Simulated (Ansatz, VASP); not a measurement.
## Two plane-wave programs on AlNi

INCAR

```
SYSTEM = AlNi
PREC     = Accurate       ! precision mode
ENCUT    = 520            ! plane-wave cutoff, eV
EDIFF    = 1E-6           ! SCF threshold, eV
ISMEAR   = -1             ! smearing method
SIGMA    = 0.05           ! smearing width, eV
LREAL    = .FALSE.        ! projectors in reciprocal space
LASPH    = .TRUE.         ! aspherical terms in the spheres
NELM     = 150            ! most SCF steps
ALGO     = Normal         ! electronic algorithm
ISIF     = 2              ! what is computed and relaxed
LWAVE    = .FALSE.        ! write WAVECAR
LCHARG   = .FALSE.        ! write CHGCAR
ISPIN    = 2              ! spin polarisation
MAGMOM   = 1.2 0          ! initial moments
LORBIT   = 11             ! projections on sites
NUPDOWN  = 1.2            ! fixed moment
LMAXMIX  = 4              ! l up to which the mixer works
GGA      = PS             ! functional
NBANDS   = 18             ! bands
```

File KPOINTS:

```
Automatic mesh
0
G
  8 8 8
  0 0 0
```

The input POSCAR:

```
AlNi
1.0
    2.8810000000      0.0000000000      0.0000000000
    0.0000000000      2.8810000000      0.0000000000
    0.0000000000      0.0000000000      2.8810000000
Ni Al
1 1
Direct
    0.5000000000      0.5000000000      0.5000000000
    0.0000000000      0.0000000000      0.0000000000
```

File input.yaml:

```yaml
crystal:
  lattice:
    - [2.881, 0.0, 0.0]
    - [0.0, 2.881, 0.0]
    - [0.0, 0.0, 2.881]
  atoms:
    - { symbol: Ni, position: [0.5, 0.5, 0.5], spin: 1.2 }
    - { symbol: Al, position: [0.0, 0.0, 0.0] }
hamiltonian:
  xc: pbesol
  pseudopotentials: { kind: paw }
magnetization:
  spin_polarized: true
  initial_magnetization: 1.2
  spin_locking: { lock_magnetization: hard }
kpoints:
  mp_grid: { grid: [8, 8, 8] }
scf:
  occupations: { method: fermi_dirac, width: 0.05 }
  lower_state_search: "off"
output:
  forces: true
  stress: true
  eigenvalues: true
  write_density: true
  write_potential: true
  elf: true
  volumetric_format: npy
```

Alike in both runs: task single point; functional PBEsol; k mesh 8 × 8 × 8; occupations fermi-dirac, width 0.05 eV; collinear spin; fixed moment 1.2 μB.

|  | VASP | Ansatz |
| --- | --- | --- |
| version | VASP 6.6.1 | Ansatz 0.2.0 |
| potentials or method | VASP PAW PBE potentials, release 64 (Ni, Al) | Ansatz PAW |
| plane-wave cutoff (eV) | 520 | 420 |
| valence electrons in the cell | 13 | 21 |

```tsv
	VASP	Ansatz	Ansatz less VASP
pressure (GPa)	2.8	2.6	-0.21
net moment per atom (μB)	0.60	0.60	0.000
size of the moment on the site where the two differ most (μB)	0.07	0.12	+0.046
```

VASP's potentials were made for PBE, not for PBEsol. Site moments also hang on the region over which each program counts them. VASP's potentials hold 13 valence electrons a cell and Ansatz's 21, so a difference there can come from the potentials and not from the codes.
